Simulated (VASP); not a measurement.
**Zn: single point with r2SCAN**

Crystal: Zn.

```
CELL_PARAMETERS angstrom
2.71412 0.00000 0.00000
-1.35706 2.35050 0.00000
0.00000 0.00000 10.13458
ATOMIC_POSITIONS crystal
Zn 0.00000 0.00000 0.00000
Zn 0.00000 0.00000 0.50000
Zn 0.33333 0.66667 0.25000
Zn 0.66667 0.33333 0.75000
```

```yaml
Program: VASP 6.6.1
Task: single point
Functional: r2SCAN
Potentials_or_basis: VASP PAW PBE potentials, release 64 (Zn)
Cutoff: 520 eV
k_mesh: 16 × 16 × 4
Occupations: fermi-dirac, width 0.1 eV
Spin: no spin polarisation
Dipole_correction: no
Further_INCAR_settings: ALGO = Normal; EDIFF = 1e-07; NBANDS = 32
```

- Pressure: -7.3 GPa
- Band gap on the k mesh: zero (bands 24 and 25 overlap by 4.43 eV)

Stress tensor (GPa, compression positive):
```
-8.15  0.00  0.00
 0.00 -8.15  0.00
 0.00  0.00 -5.59
```

Levels at points of the mesh, in eV from the Fermi level:
```csv
k point,band 22,band 23,band 24,band 25,band 26,band 27
"(0.00, 0.00, 0.00)",-7.33,-7.33,-3.51,-3.26,4.52,4.52
"(0.50, 0.00, 0.00)",-2.41,-1.79,-1.59,-0.06,0.00,2.95
"(0.00, 0.00, 0.50)",-7.36,-6.15,-6.15,0.21,0.21,9.44
"(0.50, 0.00, 0.50)",-2.52,-1.92,-1.92,0.71,0.71,1.83
```

It took 8.1 min on 1 thread of Intel Xeon 8259CL, on a shared host, peak memory 0.27 GiB.

Caveat: the cell stands under tension; the PAW data sets were made with another functional, which shifts forces and pressure a little.
